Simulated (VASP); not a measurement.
Set up this calculation in VASP 6.6.1, as the native input.

| Quantity | Value |
| --- | --- |
| Task | single point |
| Functional | PBEsol |
| Potentials or basis | VASP PAW PBE potentials, release 64 (Ti_sv) |
| Cutoff | 520 eV |
| k mesh | 22 × 22 × 22 |
| Occupations | gaussian, width 0.15 eV |
| Spin | no spin polarisation |
| Dipole correction | no |
| Further INCAR settings | ALGO = Fast; EDIFF = 1e-06; NBANDS = 12 |

The structure of Ti lies in POSCAR:

```
Ti
1.0
   -1.8943961198      1.8943961198      1.2313574779
    1.8943961198     -1.8943961198      1.2313574779
    1.8943961198      1.8943961198     -1.2313574779
Ti
1
Direct
    0.0000000000      0.0000000000      0.0000000000
```

This cell differs from its parent crystal: ratio of the length along z to the lengths across it x 0.65, volume and fractional coordinates fixed.

These files were run (other wordings do the same):

INCAR

```
PREC     = Accurate       # precision mode
ENCUT    = 520            # plane-wave cutoff, eV
EDIFF    = 1E-6           # SCF threshold, eV
ISMEAR   = 0              # smearing method
SIGMA    = 0.15           # smearing width, eV
LREAL    = False          # projectors in reciprocal space
LASPH    = True           # aspherical terms in the spheres
NELM     = 80             # most SCF steps
ALGO     = Fast           # electronic algorithm
ISIF     = 2              # what is computed and relaxed
LWAVE    = False          # write WAVECAR
LCHARG   = False          # write CHGCAR
GGA      = PS             # functional
NBANDS   = 12             # bands
```

KPOINTS

```
regular mesh
0
Gamma
  22 22 22
```

Potentials or basis: VASP PAW PBE potentials, release 64 (Ti_sv).

Run with:

```console
$ cat potpaw_PBE.64/Ti_sv/POTCAR > POTCAR
$ mpirun -np 1 vasp_std > vasp.out
```

Results of the run:

The pressure is -5.2 GPa. The band gap on the k mesh is zero (band 6 reaches 8.13 eV, above the bottom of band 7 at 7.40 eV).

Caveat: the PAW data sets were made with another functional, which shifts forces and pressure a little.

It took 3.8 min on 1 thread of Intel(R) Xeon(R) Platinum 8488C (Sapphire Rapids), with other jobs on the host, peak memory 0.28 GiB.
